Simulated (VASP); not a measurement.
A run of VASP 6.6.1:

File INCAR:

```
SYSTEM = Se
ALGO     = Normal         ! electronic algorithm
EDIFF    = 1E-6           ! SCF threshold, eV
ENCUT    = 500            ! plane-wave cutoff, eV
GGA_COMPAT= .FALSE.      
ISIF     = 2              ! what is computed and relaxed
ISMEAR   = 1              ! smearing method
LASPH    = .TRUE.         ! aspherical terms in the spheres
LCHARG   = .TRUE.         ! write CHGCAR
LELF     = .TRUE.         ! ELF
LREAL    = .FALSE.        ! projectors in reciprocal space
LVHAR    = .TRUE.       
LWAVE    = .FALSE.        ! write WAVECAR
NBANDS   = 9              ! bands
NELM     = 120            ! most SCF steps
PREC     = Accurate       ! precision mode
SIGMA    = 0.05           ! smearing width, eV
```

The input KPOINTS:

```
k-points
0
G
  6 6 6
  0 0 0
```

File POSCAR:

```
Se
1.0
    0.0000000000      3.0702712000      3.0702712000
    3.0702712000      0.0000000000      3.0702712000
    3.0702712000      3.0702712000      0.0000000000
Se
1
Direct
    0.7500000000      0.7500000000      0.7500000000
```

Potentials or basis: VASP PAW LDA potentials, release 64 (Se).

Launch:

```console
$ cat potpaw_LDA.64/Se/POTCAR > POTCAR
$ mpirun -np 1 vasp_std > vasp.out
```

Hardware: 1 thread of Intel(R) Xeon(R) Platinum 8259CL CPU @ 2.50GHz (Skylake/Cascade Lake) (shared host).

Estimate the wall time of this run.

It took 9.2 s on 1 thread of Intel(R) Xeon(R) Platinum 8259CL CPU @ 2.50GHz (Skylake/Cascade Lake), with other jobs on the host, peak memory 0.15 GiB. Counts: scf iterations 11, k points 16.
